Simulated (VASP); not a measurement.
Set up this calculation in VASP 6.6.1, as the native input.

| Property | Result |
| --- | --- |
| Task | relaxation of cell and atoms |
| Functional | PBEsol |
| Potentials or basis | VASP PAW PBE potentials, release 64 (Zr_sv) |
| Cutoff | 600 eV |
| k mesh | 18 × 18 × 8 |
| Occupations | gaussian, width 0.1 eV |
| Spin | no spin polarisation |
| Dipole correction | no |
| Further INCAR settings | ALGO = Fast; EDIFF = 1e-07; IBRION = 2; EDIFFG = -0.01; NSW = 80; ISIF = 3 |

The structure of Zr lies in POSCAR:

```
Zr
1.0
    3.1840534306      0.0000000000      0.0000000000
   -1.5920267153      2.7574711579      0.0000000000
    0.0000000000      0.0000000000      5.1075306542
Zr
2
Direct
    0.3333333333      0.6666666667      0.2500000000
    0.6666666667      0.3333333333      0.7500000000
```

These files were run (other wordings do the same):

INCAR

```
PREC = Accurate ; ENCUT = 600
EDIFF = 1E-7 ; ISMEAR = 0
SIGMA = 0.1 ; LREAL = F
LASPH = T ; NELM = 100
ALGO = Fast ; ISIF = 3
LWAVE = F ; LCHARG = F
GGA = PS ; IBRION = 2
NSW = 80 ; EDIFFG = -0.01
```

KPOINTS

```
Automatic mesh
0
Gamma
  18 18 8
```

Potentials or basis: VASP PAW PBE potentials, release 64 (Zr_sv).

Launch:

```bash
$ cat potpaw_PBE.64/Zr_sv/POTCAR > POTCAR
$ mpirun -np 1 vasp_std > vasp.out
```

Results of the run:

```yaml
Relaxed_volume: 22.48 Å³/atom
Relaxed_cell: a = 3.187 Å, b = 3.187 Å, c = 5.113 Å, α = 90.00°, β = 90.00°, γ = 120.00°
Space_group_after_relaxing_to_0.05_Å: P6_3/mmc (No. 194)
Energy_gained_by_relaxing: 0.1 meV/atom
Ionic_steps: 3
Pressure_after_relaxing: 0.0 GPa
Band_gap_on_the_k_mesh: zero (band 12 reaches 10.22 eV, above the bottom of band 13 at 9.02 eV)
```

Caveat: the PAW data sets were made with another functional, which shifts forces and pressure a little.

Run time: 24 min on 1 thread of AMD EPYC 7R13, with other jobs on the host, peak memory 0.26 GiB.
